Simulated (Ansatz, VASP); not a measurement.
## In in VASP and in Ansatz

Contents of INCAR:

```
AGGAC = 1.0 ; AGGAX = 1.0
ALDAC = 0.0 ; ALDAX = 1.0
ALGO = Normal ; EDIFF = 1E-6
EDIFFG = -0.01 ; ENCUT = 600
GGA = B5 ; IBRION = 2
ISIF = 3 ; ISMEAR = -1
LASPH = T ; LCHARG = F
LREAL = F ; LWAVE = F
NELM = 100 ; NSW = 80
PREC = Accurate ; SIGMA = 0.1
```

File KPOINTS:

```
k-points
0
Gamma
  8 8 8
```

The input POSCAR:

```
In
1.0
    0.0000000000      3.2801942926      3.2801942926
    3.2801942926      0.0000000000      3.2801942926
    3.2801942926      3.2801942926      0.0000000000
In
2
Direct
    0.1250000000      0.1250000000      0.1250000000
    0.8750000000      0.8750000000      0.8750000000
```

Input for Ansatz:

```yaml
crystal:
  lattice:
    - [0.0, 3.2801942926, 3.2801942926]
    - [3.2801942926, 0.0, 3.2801942926]
    - [3.2801942926, 3.2801942926, 0.0]
  atoms:
    - { symbol: In, position: [0.125, 0.125, 0.125] }
    - { symbol: In, position: [0.875, 0.875, 0.875] }
hamiltonian:
  xc: blyp
  pseudopotentials:
    kind: paw
    azcp:
      In: "pseudopotentials/In.paw.azcp"
basis:
  ecutwfc: 420
  fft_grid_basis: typed
kpoints:
  mp_grid: { grid: [8, 8, 8], shift: [0, 0, 0] }
magnetization:
  spin_polarized: false
scf:
  occupations: { method: fermi_dirac, width: 0.1 }
relax:
  max_steps: 60
  f_tol: 0.01
  cell: {}
```

Alike in both runs: task relaxation of cell and atoms; functional BLYP; k mesh 8 × 8 × 8; occupations fermi-dirac, width 0.1 eV; no spin polarisation.

```csv
,VASP,Ansatz
version,VASP 6.6.1,Ansatz 0.2.0
potentials or method,"VASP PAW PBE potentials, release 64 (In_d), cutoff 600 eV","plane waves (420 eV) with PAW, scalar-relativistic"
valence electrons in the cell,26,26
```

|  | VASP | Ansatz | Ansatz less VASP |
| --- | --- | --- | --- |
| relaxed volume (Å³/atom) | 42.55 | 42.78 | +0.231 |
| relaxed length of the cell vector where the two differ most in proportion (Å) | 4.937 | 4.946 | +0.0089 |

VASP's potentials were made for PBE, not for BLYP.

Noted on VASP's run: the volume moved by over 15 % at a fixed basis, so the end points are rough.
